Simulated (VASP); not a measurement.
# SnTe (F-43m) in VASP: single point with PBEsol

Aim: the single point of SnTe with PBEsol.

Everything below comes from runs of VASP 6.6.1. Logs are shortened: lines on timing, memory, paths and dates and some standing lists are left out, and cuts for length are marked.

### Step 1. The cell of the first run

Symmetry: F-43m, No. 216, cubic system. The conventional cell has a = 7.222 Å, b = 7.222 Å, c = 7.222 Å, α = 90.00°, β = 90.00°, γ = 90.00°. Within 4.1 Å of Sn (site symmetry -43m) lie 4 Te at 3.13 Å. Te (site symmetry -43m) has 4 Sn at 3.13 Å within 4.1 Å.

### Step 2. Single point, PBEsol

File INCAR:

```
SYSTEM = SnTe
  ALGO = Normal
  EDIFF = 1E-6
  ENCUT = 520
  GGA = PS
  ISIF = 2
  ISMEAR = 0
  LASPH = .TRUE.
  LCHARG = .FALSE.
  LREAL = .FALSE.
  LWAVE = .FALSE.
  NBANDS = 17
  NELM = 100
  PREC = Accurate
  SIGMA = 0.01
```

File KPOINTS:

```
k-points
0
G
  4 4 4
  0 0 0
```

File POSCAR:

```
SnTe
1.0
    0.0000000000      3.6111460000      3.6111460000
    3.6111460000      0.0000000000      3.6111460000
    3.6111460000      3.6111460000      0.0000000000
Sn Te
1 1
Direct
    0.0000000000      0.0000000000      0.0000000000
    0.7500000000      0.7500000000      0.7500000000
```

Potentials or basis: VASP PAW PBE potentials, release 64 (Sn_d, Te).

Started as:

```
> cat potpaw_PBE.64/Sn_d/POTCAR potpaw_PBE.64/Te/POTCAR > POTCAR
> mpirun -np 1 vasp_std > vasp.out
```

OUTCAR:

```text
SYSTEM = SnTe
   EDIFF = 1E-6
   ENCUT = 520
   GGA = PS
   ISIF = 2
   ISMEAR = 0
   LASPH = .TRUE.
   LREAL = .FALSE.
   NELM = 100
   PREC = Accurate

 ion  position               nearest neighbor table
   1  0.000  0.000  0.000-   2 3.13   2 3.13   2 3.13   2 3.13
   2  0.750  0.750  0.750-   1 3.13   1 3.13   1 3.13   1 3.13

  LATTYP: Found a face centered cubic cell.
 ALAT       =     7.2222920000

  Lattice vectors:

 A1 = (   0.0000000000,   3.6111460000,   3.6111460000)
 A2 = (   3.6111460000,   0.0000000000,   3.6111460000)
 A3 = (   3.6111460000,   3.6111460000,   0.0000000000)

Analysis of symmetry for initial positions (statically):
=====================================================================
 Subroutine PRICEL returns:
 Original cell was already a primitive cell.

 Routine SETGRP: Setting up the symmetry group for a
 face centered cubic supercell.

 Subroutine GETGRP returns: Found 24 space group operations
 (whereof 24 operations were pure point group operations)
 out of a pool of 48 trial point group operations.

The static configuration has the point symmetry T_d .

Analysis of symmetry for dynamics (positions and initial velocities):
=====================================================================
 Subroutine PRICEL returns:
 Original cell was already a primitive cell.

 Routine SETGRP: Setting up the symmetry group for a
 face centered cubic supercell.

 Subroutine GETGRP returns: Found 24 space group operations
 (whereof 24 operations were pure point group operations)
 out of a pool of 48 trial point group operations.

The dynamic configuration has the point symmetry T_d .

 Subroutine INISYM returns: Found 24 space group operations
 (whereof 24 operations are pure point group operations),
 and found     1 'primitive' translations

----------------------------------------------------------------------------------------

                                     Primitive cell

  volume of cell :      94.1814

  direct lattice vectors                    reciprocal lattice vectors
     0.000000000  3.611146000  3.611146000    -0.138460201  0.138460201  0.138460201
     3.611146000  0.000000000  3.611146000     0.138460201 -0.138460201  0.138460201
     3.611146000  3.611146000  0.000000000     0.138460201  0.138460201 -0.138460201

  length of vectors
     5.106931649  5.106931649  5.106931649     0.239820102  0.239820102  0.239820102

  position of ions in fractional coordinates (direct lattice)
     0.000000000  0.000000000  0.000000000
     0.750000000  0.750000000  0.750000000

  ion indices of the primitive-cell ions
   primitive index   ion index
                 1           1
                 2           2

----------------------------------------------------------------------------------------

 KPOINTS: k-points

Automatic generation of k-mesh.
 Grid dimensions read from file:
 generate k-points for:    4    4    4

 Generating k-lattice:

  Cartesian coordinates                     Fractional coordinates (reciprocal lattice)
    -0.034615050  0.034615050  0.034615050     0.250000000  0.000000000  0.000000000
     0.034615050 -0.034615050  0.034615050     0.000000000  0.250000000  0.000000000
     0.034615050  0.034615050 -0.034615050     0.000000000  0.000000000  0.250000000

  Length of vectors
     0.059955026  0.059955026  0.059955026

  Shift w.r.t. Gamma in fractional coordinates (k-lattice)
     0.000000000  0.000000000  0.000000000

 Subroutine IBZKPT returns following result:
 ===========================================

 Found      8 irreducible k-points:

 Following reciprocal coordinates:
            Coordinates               Weight
  0.000000  0.000000  0.000000      1.000000
  0.250000  0.000000  0.000000      8.000000
  0.500000  0.000000  0.000000      4.000000
  0.250000  0.250000  0.000000      6.000000
  0.500000  0.250000  0.000000     24.000000
 -0.250000  0.250000  0.000000     12.000000
  0.500000  0.500000  0.000000      3.000000
 -0.250000  0.500000  0.250000      6.000000
   k-points           NKPTS =      8   k-points in BZ     NKDIM =      8   number of bands    NBANDS=     17
   number of dos      NEDOS =    301   number of ions     NIONS =      2
   total plane-waves  NPLWV =  64000
   dimension x,y,z NGX =    40 NGY =   40 NGZ =   40
   dimension x,y,z NGXF=    80 NGYF=   80 NGZF=   80
   ions per type =               1   1
   NGX,Y,Z   is equivalent  to a cutoff of  13.02, 13.02, 13.02 a.u.
   NGXF,Y,Z  is equivalent  to a cutoff of  26.04, 26.04, 26.04 a.u.
 SYSTEM =  SnTe
   PREC   = accura    normal or accurate (medium, high low for compatibility)
   ISTART =      0    job   : 0-new  1-cont  2-samecut
   ICHARG =      2    charge: 1-file 2-atom 10-const
   ISPIN  =      1    spin polarized calculation?
   LNONCOLLINEAR =      F non collinear calculations
   LSORBIT =      F    spin-orbit coupling
   LASPH  =      T    aspherical Exc in radial PAW
   ENCUT  =  520.0 eV  38.22 Ry    6.18 a.u.   9.50  9.50  9.50*2*pi/ulx,y,z
   NELM   =    100;   NELMIN=  2; NELMDL= -5     # of ELM steps
   EDIFF  = 0.1E-05   stopping-criterion for ELM
   LREAL  =      F    real-space projection
   EDIFFG = 0.1E-04   stopping-criterion for IOM
   NSW    =      0    number of steps for IOM
   IBRION =     -1    ionic relax: 0-MD 1-quasi-New 2-CG
   NFREE  =      0    steps in history (QN), initial steepest desc. (CG)
   ISIF   =      2    stress and relaxation
   ISYM   =      2    0-nonsym 1-usesym 2-fastsym
   POTIM  = 0.5000    time-step for ionic-motion
   TEBEG  =    0.0;   TEEND  =   0.0 temperature during run
   PSTRESS=    0.0 pullay stress
   NELECT =      20.0000    total number of electrons
   NUPDOWN=      -1.0000    fix difference up-down
   EMIN   =  10.00;   EMAX   =-10.00  energy-range for DOS
   EFERMI =   0.00;   METHOD = LEGACY
   ISMEAR =     0;   SIGMA  =   0.01  broadening in eV -4-tet -1-fermi 0-gaus
   EFERMI_NEDOS =   21; number of points for ismear=-14 and -15
   IALGO  =     38    algorithm
   IMIX   =      4    mixing-type and parameters
     AMIX     =   0.40;   BMIX     =  1.00
     AMIX_MAG =   1.60;   BMIX_MAG =  1.00
  volume/ion in A,a.u.               =      47.09       317.78
  Fermi-wavevector in a.u.,A,eV,Ry     =   0.976704  1.845704 12.979296  0.953951
  Thomas-Fermi vector in A             =   2.107344
   LORBIT       =      0    0 simple, 1 ext, 2 COOP (PROOUT), +10 PAW based schemes
   GGA     = PS    functional components
   LHFCALC =     F    Hartree Fock is set to
   AEXX    =    0.0000 exact exchange contribution
   IVDW    =     0    specifies the selected vdW correction
   LEPSILON=     F    determine dielectric tensor
   LRPA    =     F    only Hartree local field effects (RPA)
 non-spin polarized calculation
 Gauss-broadening in eV      SIGMA  =   0.01
  energy-cutoff  :      520.00
  volume of cell :       94.18
 maximum number of plane-waves:      2637
 NGX is ok and might be reduce to    40
   NGX = 19   NGY = 19   NGZ = 19

 number of electron      19.9999999 magnetization

 Free energy of the ion-electron system (eV)
  ---------------------------------------------------
  ext. energy  EPLUGINS =         0.00000000
  ---------------------------------------------------
  free energy    TOTEN  =        -7.61228845 eV

  energy without entropy =       -7.61224721  energy(sigma->0) =       -7.61226783

 E-fermi :   3.0813     XC(G=0):  -7.6320

 val. band max:        3.0634488172   @ k =  -0.2500   0.5000   0.2500
 cond. band min:       3.0974545255   @ k =   0.5000   0.5000   0.0000
 fundamental gap:      0.0340057083
 Fermi energy:         3.0813473344

 k-point     1 :       0.0000    0.0000    0.0000
  band No.  band energies     occupation
      1     -18.6666      2.00000
      2     -18.6666      2.00000
      3     -18.6666      2.00000
      4     -18.6573      2.00000
      5     -18.6573      2.00000
      6      -8.5142      2.00000
[... 9 lines left out ...]
     16       9.4571      0.00000
     17      10.5634      0.00000

 k-point     2 :       0.2500    0.0000    0.0000
  band No.  band energies     occupation
      1     -18.6672      2.00000
      2     -18.6659      2.00000
      3     -18.6659      2.00000
      4     -18.6572      2.00000
      5     -18.6572      2.00000
      6      -8.2735      2.00000
[... 9 lines left out ...]
     16       8.8611      0.00000
     17      10.0949      0.00000

 k-point     3 :       0.5000    0.0000    0.0000
  band No.  band energies     occupation
      1     -18.6679      2.00000
      2     -18.6652      2.00000
      3     -18.6652      2.00000
      4     -18.6570      2.00000
      5     -18.6570      2.00000
      6      -7.9743      2.00000
[... 9 lines left out ...]
     16       9.8849      0.00000
     17       9.8849      0.00000

 k-point     4 :       0.2500    0.2500    0.0000
  band No.  band energies     occupation
      1     -18.6683      2.00000
      2     -18.6652      2.00000
      3     -18.6652      2.00000
      4     -18.6576      2.00000
      5     -18.6568      2.00000
      6      -8.1875      2.00000
[... 9 lines left out ...]
     16      10.0643      0.00000
     17      11.8291      0.00000

 k-point     5 :       0.5000    0.2500    0.0000
  band No.  band energies     occupation
      1     -18.6688      2.00000
      2     -18.6647      2.00000
      3     -18.6644      2.00000
      4     -18.6576      2.00000
      5     -18.6568      2.00000
      6      -7.8727      2.00000
[... 9 lines left out ...]
     16      10.1558      0.00000
     17      11.0128      0.00000

 k-point     6 :      -0.2500    0.2500    0.0000
  band No.  band energies     occupation
      1     -18.6680      2.00000
      2     -18.6651      2.00000
      3     -18.6651      2.00000
      4     -18.6572      2.00000
      5     -18.6571      2.00000
      6      -7.9836      2.00000
[... 9 lines left out ...]
     16       9.8043      0.00000
     17      11.0774      0.00000

 k-point     7 :       0.5000    0.5000    0.0000
  band No.  band energies     occupation
      1     -18.6700      2.00000
      2     -18.6637      2.00000
      3     -18.6637      2.00000
      4     -18.6580      2.00000
      5     -18.6564      2.00000
      6      -7.7554      2.00000
[... 9 lines left out ...]
     16      11.1873      0.00000
     17      11.1873      0.00000

 k-point     8 :      -0.2500    0.5000    0.2500
  band No.  band energies     occupation
      1     -18.6689      2.00000
      2     -18.6649      2.00000
      3     -18.6637      2.00000
      4     -18.6576      2.00000
      5     -18.6568      2.00000
      6      -7.7523      2.00000
[... 9 lines left out ...]
     16      10.8695      0.00000
     17      10.8802      0.00000

------------------------ aborting loop because EDIFF is reached ----------------------------------------

  FORCE on cell =-STRESS in cart. coord.  units (eV):
  Direction    XX          YY          ZZ          XY          YZ          ZX
  --------------------------------------------------------------------------------------
  -------------------------------------------------------------------------------------
  Total       -0.8647992     -0.8647992     -0.8647992      0.0000000      0.0000000     -0.0000000
  in kB      -14.7116285    -14.7116285    -14.7116285      0.0000000      0.0000000     -0.0000000
  external PRESSURE =     -14.7116285 kB  Pullay stress =       0.0000000 kB

 VOLUME and BASIS-vectors are now :
 -----------------------------------------------------------------------------
  energy-cutoff  :      520.00
  volume of cell :       94.18
      direct lattice vectors                 reciprocal lattice vectors
     0.000000000  3.611146000  3.611146000    -0.138460201  0.138460201  0.138460201
     3.611146000  0.000000000  3.611146000     0.138460201 -0.138460201  0.138460201
     3.611146000  3.611146000  0.000000000     0.138460201  0.138460201 -0.138460201

 POSITION                                       TOTAL-FORCE (eV/Angst)
 -----------------------------------------------------------------------------------
      0.00000      0.00000      0.00000         0.000000      0.000000      0.000000
      5.41672      5.41672      5.41672        -0.000000     -0.000000     -0.000000
 -----------------------------------------------------------------------------------
    total drift:                                0.000000      0.000000      0.000000

  FREE ENERGIE OF THE ION-ELECTRON SYSTEM (eV)
  ---------------------------------------------------
  free  energy   TOTEN  =        -7.6122884471 eV

  energy  without entropy=       -7.6122472110  energy(sigma->0) =       -7.61226783
```

Wall time 18 s (1 thread of AMD EPYC 7R13 (Zen 3), shared host); peak memory 0.2 GiB.

What came out:

* Free energy: -7.6123 eV
* Pressure: -1.5 GPa
* Band gap on the k mesh: 0.03 eV, indirect (least direct gap 0.76 eV)

Levels at points of the mesh, in eV from the valence-band top:
```
           k point  band 8  band 9  band 10  band 11  band 12  band 13
(0.00, 0.00, 0.00)   -1.96   -1.96    -1.96     0.96     0.96     0.96
(0.50, 0.00, 0.00)   -2.49   -2.49    -2.10     1.76     1.76     3.34
(0.50, 0.50, 0.00)   -3.15   -3.15    -0.72     0.03     3.84     3.84
```

Caveat: the PAW data sets were made with another functional, which shifts forces and pressure a little; spin-orbit coupling is left out, which moves the levels of the heavy elements.
